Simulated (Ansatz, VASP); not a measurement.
## Ti2NbC3 in VASP and in Ansatz

```
Ti Nb C
1.0
     4.79299    0.00000    0.00000
    -2.39650    4.15085    0.00000
     0.00000    0.00000    3.24131
Ti Nb C
2 1 3
Direct
  0.33333 0.66667 0.00000
  0.66667 0.33333 0.00000
  0.00000 0.00000 0.50000
  0.50000 0.00000 0.50000
  0.00000 0.50000 0.50000
  0.50000 0.50000 0.50000
```

Alike in both runs: task relaxation of cell and atoms; functional PBE; k mesh 6 × 6 × 6; occupations gaussian, width 0.1 eV; no spin polarisation.

|  | VASP | Ansatz |
| --- | --- | --- |
| version | VASP 6.6.1 | Ansatz 0.2.0 |
| potentials or method | VASP PAW PBE potentials, release 64 (Ti_sv, Nb_sv, C), cutoff 600 eV | scalar-relativistic, plane waves, PAW |
| valence electrons in the cell | 49 | 49 |

Ansatz gave:

```
gap on the k mesh at the Fermi level, each at its own relaxed structure (eV) : none
relaxed volume (Å³/atom)                                                     : 10.78
relaxed cell length with the largest relative difference (Å)                 : 3.224
```

**Question.** What did VASP give for the same quantities?

**Answer.** gap on the k mesh at the Fermi level, each at its own relaxed structure (eV): none; relaxed volume (Å³/atom): 10.77; relaxed cell length with the largest relative difference (Å): 3.233.

A gap of «none» marks a metal or a gap that the smearing closes.
